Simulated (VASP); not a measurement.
CsPbCl3:

```
Cs Pb Cl
1.0
     5.73317    0.00000    0.00000
     0.00000    5.73317    0.00000
     0.00000    0.00000    5.73317
Cs Pb Cl
1 1 3
Direct
  0.00000 0.00000 0.00000
  0.50000 0.50000 0.50000
  0.50000 0.50000 0.00000
  0.50000 0.00000 0.50000
  0.00000 0.50000 0.50000
```

```yaml
Program: VASP 6.6.1
Task: relaxation of cell and atoms
Functional: LDA
Potentials_or_basis: VASP PAW LDA potentials, release 64 (Cs_sv, Pb_d, Cl)
Cutoff: 600 eV
k_mesh: 4 × 4 × 4
Occupations: fermi-dirac, width 0.02 eV
Spin: no spin polarisation
```

At the start: pressure -2.5 GPa; volume 37.69 Å³/atom.

Task: Where does the relaxation end?

Result: Over 3 steps the energy falls by 32.5 meV/atom and the volume is 33.88 Å³/atom (-10.1 %); space group Pm-3m (No. 221, to 0.05 Å).

The path:
```tsv
step	energy change (eV)	largest force (eV/Å)	pressure (GPa)	volume (Å³)
1	0.0000	0.0000	-2.46	188.45
2	-0.1550	0.0000	-0.62	173.07
3	-0.1624	0.0000	-0.02	169.42
```

Final structure:
```xyz
5
Lattice="5.5334 0.0000 0.0000 0.0000 5.5334 0.0000 0.0000 0.0000 5.5334" Properties=species:S:1:pos:R:3 pbc="T T T"
Cs    0.0000    0.0000    0.0000
Pb    2.7667    2.7667    2.7667
Cl    2.7667    2.7667    0.0000
Cl    2.7667    0.0000    2.7667
Cl    0.0000    2.7667    2.7667
```
